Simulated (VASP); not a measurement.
# AlSn (P-6m2) in VASP: further runs, part 3 of 3

VASP 6.6.1.

## 5. Single point, RPBE+D4 (24.23 Å³/atom)

This run uses another cell than the first one, of 24.23 Å³/atom.

INCAR reads:

```
ALGO = Normal ; EDIFF = 1E-6
ENCUT = 520 ; GGA = RP
ISIF = 2 ; ISMEAR = 1
IVDW = 13 ; LASPH = True
LCHARG = False ; LREAL = False
LWAVE = False ; NBANDS = 16
NELM = 80 ; PREC = Accurate
SIGMA = 0.2
```

KPOINTS reads:

```
k-points
0
Gamma
  7 7 8
```

POSCAR reads:

```
AlSn
1.0
    4.1413675035      0.0000000000      0.0000000000
   -2.0706837517      3.5865294644      0.0000000000
    0.0000000000      0.0000000000      3.2621543997
Sn Al
1 1
Direct
    0.3333333333      0.6666666667      0.5000000000
    0.0000000000      0.0000000000      0.0000000000
```

Potentials or basis: VASP PAW PBE potentials, release 64 (Sn_d, Al).

Started as:

```bash
> cat potpaw_PBE.64/Sn_d/POTCAR potpaw_PBE.64/Al/POTCAR > POTCAR
> mpirun -np 1 vasp_std > vasp.out
```

OUTCAR:

```text
EDIFF = 1E-6
   ENCUT = 520
   GGA = RP
   ISIF = 2
   ISMEAR = 1
   IVDW = 13
   LASPH = True
   LREAL = False
   NELM = 80
   PREC = Accurate

 ion  position               nearest neighbor table
   1  0.333  0.667  0.500-   2 2.89   2 2.89   2 2.89   2 2.89   2 2.89   2 2.89
   2  0.000  0.000  0.000-   1 2.89   1 2.89   1 2.89   1 2.89   1 2.89   1 2.89

  LATTYP: Found a hexagonal cell.
 ALAT       =     4.1413675035
 C/A-ratio  =     0.7876998110

  Lattice vectors:

 A1 = (   4.1413675035,   0.0000000000,   0.0000000000)
 A2 = (  -2.0706837517,   3.5865294644,   0.0000000000)
 A3 = (   0.0000000000,   0.0000000000,   3.2621543997)

Analysis of symmetry for initial positions (statically):
=====================================================================
 Subroutine PRICEL returns:
 Original cell was already a primitive cell.

 Routine SETGRP: Setting up the symmetry group for a
 hexagonal supercell.

 Subroutine GETGRP returns: Found 12 space group operations
 (whereof 12 operations were pure point group operations)
 out of a pool of 24 trial point group operations.

The static configuration has the point symmetry D_3h.

Analysis of symmetry for dynamics (positions and initial velocities):
=====================================================================
 Subroutine PRICEL returns:
 Original cell was already a primitive cell.

 Routine SETGRP: Setting up the symmetry group for a
 hexagonal supercell.

 Subroutine GETGRP returns: Found 12 space group operations
 (whereof 12 operations were pure point group operations)
 out of a pool of 24 trial point group operations.

The dynamic configuration has the point symmetry D_3h.

 Subroutine INISYM returns: Found 12 space group operations
 (whereof 12 operations are pure point group operations),
 and found     1 'primitive' translations

----------------------------------------------------------------------------------------

[... 113 lines left out ...]
  volume/ion in A,a.u.               =      24.23       163.49
  Fermi-wavevector in a.u.,A,eV,Ry     =   1.154650  2.181972 18.139504  1.333216
  Thomas-Fermi vector in A             =   2.291284
   LORBIT       =      0    0 simple, 1 ext, 2 COOP (PROOUT), +10 PAW based schemes
   GGA     = RP    functional components
   LHFCALC =     F    Hartree Fock is set to
   AEXX    =    0.0000 exact exchange contribution
   IVDW    =    13    specifies the selected vdW correction
   LEPSILON=     F    determine dielectric tensor
   LRPA    =     F    only Hartree local field effects (RPA)
 non-spin polarized calculation
 Methfessel and Paxton  Order N= 1 SIGMA  =   0.20
  energy-cutoff  :      520.00
  volume of cell :       48.45
 maximum number of plane-waves:      1327
 NGX is ok and might be reduce to    32
   NGX = 15   NGY = 15   NGZ = 13

 number of electron      16.9999999 magnetization

 Free energy of the ion-electron system (eV)
  ---------------------------------------------------
  ext. energy  EPLUGINS =         0.00000000
  ---------------------------------------------------
  free energy    TOTEN  =        -6.55488303 eV

  energy without entropy =       -6.55748563  energy(sigma->0) =       -6.55575057

 E-fermi :   6.9966     XC(G=0):  -9.6544

 val. band max:        6.9518827421   @ k =   0.0000   0.0000   0.1250
 cond. band min:       7.0939871066   @ k =   0.4286   0.1429   0.5000
 fundamental gap:      0.1421043644
 Fermi energy:         6.9965966395

 k-point     1 :       0.0000    0.0000    0.0000
  band No.  band energies     occupation
      1     -14.4895      2.00000
      2     -14.3715      2.00000
      3     -14.3715      2.00000
      4     -14.3475      2.00000
      5     -14.3475      2.00000
      6      -3.7501      2.00000
[... 433 lines left out ...]
      3     -14.3780      2.00000
      4     -14.3608      2.00000
      5     -14.3507      2.00000
      6      -0.6839      2.00000
[... 8 lines left out ...]
     15      19.4263      0.00000
     16      19.4978      0.00000

 [... further k-points ...]

------------------------ aborting loop because EDIFF is reached ----------------------------------------

  DFT-D4 for vdW energy calculation

  Edisp (eV):   -1.25221

  FORCE on cell =-STRESS in cart. coord.  units (eV):
  Direction    XX          YY          ZZ          XY          YZ          ZX
  --------------------------------------------------------------------------------------
  -------------------------------------------------------------------------------------
  Total      -0.26948    -0.26948     0.20913    -0.00000     0.00000     0.00000
  in kB      -8.91069    -8.91069     6.91534    -0.00000     0.00000     0.00000
  external pressure =       -3.64 kB  Pullay stress =        0.00 kB

 VOLUME and BASIS-vectors are now :
 -----------------------------------------------------------------------------
  energy-cutoff  :      520.00
  volume of cell :       48.45
      direct lattice vectors                 reciprocal lattice vectors
     4.141367503  0.000000000  0.000000000     0.241466134  0.139410537  0.000000000
    -2.070683752  3.586529464  0.000000000     0.000000000  0.278821075  0.000000000
     0.000000000  0.000000000  3.262154400     0.000000000  0.000000000  0.306545883

 POSITION                                       TOTAL-FORCE (eV/Angst)
 -----------------------------------------------------------------------------------
     -0.00000      2.39102      1.63108         0.000000      0.000000      0.000000
      0.00000      0.00000      0.00000        -0.000000     -0.000000      0.000000
 -----------------------------------------------------------------------------------
    total drift:                                0.000000     -0.000000     -0.000000

  FREE ENERGIE OF THE ION-ELECTRON SYSTEM (eV)
  ---------------------------------------------------
  free  energy   TOTEN  =        -7.8070925500 eV

  energy  without entropy=       -7.8096951506  energy(sigma->0) =       -7.80796008
```

OSZICAR:

```text
N       E                     dE             d eps       ncg     rms          rms(c)
DAV:   1     0.991831543652E+02    0.99183E+02   -0.77881E+03  1296   0.127E+03
DAV:   2     0.124532213498E+01   -0.97938E+02   -0.94115E+02  1416   0.337E+02
DAV:   3    -0.638160304183E+01   -0.76269E+01   -0.75919E+01  1656   0.741E+01
DAV:   4    -0.657336393281E+01   -0.19176E+00   -0.19174E+00  1544   0.127E+01
DAV:   5    -0.658211317445E+01   -0.87492E-02   -0.87490E-02  1992   0.255E+00    0.261E+00
DAV:   6    -0.656302981279E+01    0.19083E-01   -0.15751E-02  1720   0.176E+00    0.153E+00
DAV:   7    -0.655448828540E+01    0.85415E-02   -0.20462E-02  1696   0.182E+00    0.150E-01
DAV:   8    -0.655477207647E+01   -0.28379E-03   -0.21184E-03  1712   0.559E-01    0.560E-02
DAV:   9    -0.655487205158E+01   -0.99975E-04   -0.13864E-04  1592   0.956E-02    0.163E-02
DAV:  10    -0.655488048267E+01   -0.84311E-05   -0.13849E-05  1656   0.254E-02    0.527E-03
DAV:  11    -0.655488305372E+01   -0.25710E-05   -0.57179E-06  1560   0.126E-02    0.151E-03
DAV:  12    -0.655488303302E+01    0.20701E-07   -0.15565E-07  1192   0.434E-03
   1 F= -.78070926E+01 E0= -.78079601E+01  d E =0.260260E-02
```

Run time: 19 s. Hardware: 1 thread of Intel Xeon Platinum 8488C (Sapphire Rapids), shared host; peak memory 0.17 GiB.

What came out:

| Quantity | Value |
| --- | --- |
| Free energy | -7.8071 eV |
| Pressure | -0.4 GPa |
| Band gap on the k mesh | zero (an odd number of electrons rules out a gap without spin polarisation) |
| Dispersion energy per atom | -0.626 eV |

Levels at points of the mesh, in eV from the Fermi level:
| k point | band 5 | band 6 | band 7 | band 8 | band 9 | band 10 | band 11 | band 12 |
| --- | --- | --- | --- | --- | --- | --- | --- | --- |
| (0.00, 0.00, 0.00) | -21.34 | -10.75 | -0.28 | -0.28 | 0.96 | 2.67 | 3.10 | 3.10 |
| (0.00, 0.00, 0.50) | -21.29 | -7.58 | -6.44 | 2.80 | 2.80 | 3.63 | 3.63 | 4.01 |

Caveat: the PAW data sets were made with another functional, which shifts forces and pressure a little; spin-orbit coupling is left out, which moves the levels of the heavy elements.

## 6. Single point, RPBE+D4 (24.73 Å³/atom)

This run uses another cell than the first one, of 24.73 Å³/atom.

INCAR reads:

```
SYSTEM = AlSn
  ALGO = Normal
  EDIFF = 1E-6
  ENCUT = 520
  GGA = RP
  ISIF = 2
  ISMEAR = 1
  IVDW = 13
  LASPH = .TRUE.
  LCHARG = .FALSE.
  LREAL = .FALSE.
  LWAVE = .FALSE.
  NBANDS = 16
  NELM = 60
  PREC = Accurate
  SIGMA = 0.2
```

KPOINTS reads:

```
k-points
0
G
  7 7 8
  0 0 0
```

POSCAR reads:

```
AlSn
1.0
    4.1699295613      0.0000000000      0.0000000000
   -2.0849647806      3.6112649320      0.0000000000
    0.0000000000      0.0000000000      3.2846527272
Sn Al
1 1
Direct
    0.3333333333      0.6666666667      0.5000000000
    0.0000000000      0.0000000000      0.0000000000
```

Potentials or basis: VASP PAW PBE potentials, release 64 (Sn_d, Al).

Started as:

```bash
> cat potpaw_PBE.64/Sn_d/POTCAR potpaw_PBE.64/Al/POTCAR > POTCAR
> mpirun -np 1 vasp_std > vasp.out
```

Run time: 16 s. Hardware: 1 thread of Intel Xeon Platinum 8488C (Sapphire Rapids), shared host; peak memory 0.18 GiB.

The run converged. Its results:

```yaml
Free_energy: -7.8014 eV
Pressure: -1.5 GPa
Band_gap_on_the_k_mesh: zero (an odd number of electrons rules out a gap without spin polarisation)
Dispersion_energy_per_atom: -0.613 eV
```

Stress tensor (GPa, compression positive):
```
-1.88  0.00  0.00
 0.00 -1.88  0.00
 0.00  0.00 -0.60
```

Levels at points of the mesh, in eV from the Fermi level:
```csv
k point,band 4,band 5,band 6,band 7,band 8,band 9,band 10,band 11,band 12,band 13
"(0.00, 0.00, 0.00)",-21.33,-21.33,-10.61,-0.27,-0.27,0.84,2.63,3.09,3.09,5.16
"(0.00, 0.00, 0.50)",-21.35,-21.28,-7.50,-6.34,2.75,2.75,3.58,3.58,3.89,4.31
```

Caveat: the PAW data sets were made with another functional, which shifts forces and pressure a little; spin-orbit coupling is left out, which moves the levels of the heavy elements.

## 7. Summary

```csv
level,cell,k mesh,smearing,grid for exact exchange (PRECFOCK),share of exact exchange,gap on the mesh (eV),pressure (GPa)
PBE0,"a = 4.226, b = 4.226, c = 3.329 Å, angles 90.0, 90.0, 120.0°, 2 atoms",4 × 4 × 6,fermi-dirac 0.05 eV,Normal,0.25,none,-2.2
PBE0,"a = 4.253, b = 4.253, c = 3.350 Å, angles 90.0, 90.0, 120.0°, 2 atoms",4 × 4 × 6,fermi-dirac 0.05 eV,Normal,0.25,none,-3.0
RPBE+D4,"a = 4.112, b = 4.112, c = 3.239 Å, angles 90.0, 90.0, 120.0°, 2 atoms",7 × 7 × 8,methfessel-paxton 0.2 eV,-,-,none,0.9
RPBE+D4,"a = 4.141, b = 4.141, c = 3.262 Å, angles 90.0, 90.0, 120.0°, 2 atoms",7 × 7 × 8,methfessel-paxton 0.2 eV,-,-,none,-0.4
RPBE+D4,"a = 4.170, b = 4.170, c = 3.285 Å, angles 90.0, 90.0, 120.0°, 2 atoms",7 × 7 × 8,methfessel-paxton 0.2 eV,-,-,none,-1.5
```

Alike in all rows: task single point; potentials or basis VASP PAW PBE potentials, release 64 (Sn_d, Al); no spin polarisation; cutoff (eV) 520.

Caveats: some runs use coarse meshes; the PAW data sets were made with another functional, which shifts forces and pressure a little; spin-orbit coupling is left out, which moves the levels of the heavy elements.

Absolute energies hang on the potentials; compare differences alone.
